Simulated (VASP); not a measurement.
The system is LiCl.

```
Cl Li
1.0
     0.00000    2.61507    2.61507
     2.61507    0.00000    2.61507
     2.61507    2.61507    0.00000
Cl Li
1 1
Direct
  0.50000 0.50000 0.50000
  0.00000 0.00000 0.00000
```

Base run:

- Program: VASP 6.6.1
- Functional: r2SCAN
- Potentials or basis: VASP PAW PBE potentials, release 64 (Cl, Li_sv)
- Cutoff: 520 eV
- k mesh: 9 × 9 × 9
- Occupations: fermi-dirac, width 0.05 eV
- Spin: no spin polarisation

Its results: band gap on the k mesh 6.96 eV, direct.

Problem. The run is repeated on the same cell with these changes: functional from r2SCAN to PBEsol. What comes out?

Solution. Band gap on the k mesh 5.82 eV, direct.

r2SCAN gives the wider gap, since meta-GGAs in the generalised Kohn-Sham scheme recover part of the derivative discontinuity.

A k mesh can miss the band edges.
